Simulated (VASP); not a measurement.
Runs of VASP 6.6.1 on CsI. The structure is that of space group Pm-3m (No. 221), or close to it. The cells are those of the table. 

```csv
task,cell,gap on the mesh (eV),pressure (GPa)
relaxation of cell and atoms,"relaxed to 15 GPa from a = 4.503 Å, 2 atoms",2.65,15.0
relaxation of cell and atoms,"relaxed to 10 GPa from a = 4.503 Å, 2 atoms",3.04,10.0
relaxation of cell and atoms,"relaxed to 4 GPa from a = 4.503 Å, 2 atoms",3.59,4.0
single point,"a = 4.231 Å, 2 atoms",(a),4.1
relaxation of cell and atoms,"relaxed to 2 GPa from a = 4.503 Å, 2 atoms",(b),2.0
```

Alike in all rows: level PBEsol; potentials or basis VASP PAW PBE potentials, release 64 (Cs_sv, I); no spin polarisation; k mesh 6 × 6 × 6; cutoff (eV) 500; smearing gaussian 0.01 eV.

Task: Estimate the missing entries.

Result: (a) 3.58; (b) 3.78.

Caveats: the PAW data sets were made with another functional, which shifts forces and pressure a little; spin-orbit coupling is left out, which moves the levels of the heavy elements; the cell is relaxed towards a set pressure, so the enthalpy falls and the energy may rise (some runs).

A k mesh can miss the band edges, and the runs leave out spin-orbit coupling on Cs, I.
